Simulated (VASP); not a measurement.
A run of VASP 6.6.1 is set up as follows.

Contents of INCAR:

```
PREC = Accurate
ENCUT = 520
EDIFF = 1E-6
ISMEAR = 0
SIGMA = 0.05
LREAL = False
LASPH = True
NELM = 60
ALGO = Normal
ISIF = 2
LWAVE = False
LCHARG = True
LDIPOL = True
IDIPOL = 3
DIPOL = 0.5 0.5 0.384
GGA = PE
IVDW = 12
LELF = True
LVHAR = True
LVACPOTAV = True
NBANDS = 18
```

File KPOINTS:

```
regular mesh
0
Gamma
  9 9 1
```

The input POSCAR:

```
As
1.0
    3.5716242980      0.0000000000      0.0000000000
   -1.7858121490      3.0931173748      0.0000000000
    0.0000000000      0.0000000000     20.2951239168
As
4
Direct
    0.3333333333      0.6666666667      0.2217281362
    0.6666666667      0.3333333333      0.2906104021
    0.6666666667      0.3333333333      0.4770114435
    1.0000000000      0.0000000000      0.5458939653
```

Potentials or basis: VASP PAW PBE potentials, release 64 (As).

Run with:

```bash
$ cat potpaw_PBE.64/As/POTCAR > POTCAR
$ mpirun -np 1 vasp_std > vasp.out
```

Q: Predict the largest force.

A: 0.091 eV/Å.

Q: What does it give for the band gap on the k mesh?

A: 1.26 eV, indirect (least direct gap 1.73 eV).

Forces on the atoms (eV/Å):
```
As   0.000  0.000 -0.091
As   0.000  0.000  0.091
As   0.000  0.000 -0.091
As   0.000  0.000  0.091
```
